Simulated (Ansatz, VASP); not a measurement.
## SrO: VASP beside Ansatz

```xyz
2
Lattice="0.0000 2.5975 2.5975 2.5975 0.0000 2.5975 2.5975 2.5975 0.0000" Properties=species:S:1:pos:R:3 pbc="T T T"
Sr    2.5975    2.5975    2.5975
O     0.0000    0.0000    0.0000
```

Alike in both runs: task single point; functional PBE; k mesh 12 × 12 × 12; occupations gaussian, width 0.05 eV; no spin polarisation.

```csv
,VASP,Ansatz
version,VASP 6.6.1,Ansatz 0.2.0
potentials or method,"VASP PAW PBE potentials, release 64 (Sr_sv, O), cutoff 520 eV","scalar-relativistic, plane waves, PAW"
valence electrons in the cell,16,16
```

VASP gave:

```
gap on the k mesh at the Fermi level (eV) : 3.28
least direct gap on the mesh (eV)         : 3.39
pressure (GPa)                            : 0.5
```

Problem. Which values does Ansatz return?

Solution. gap on the k mesh at the Fermi level (eV): 3.33; least direct gap on the mesh (eV): 3.42; pressure (GPa): 0.0.
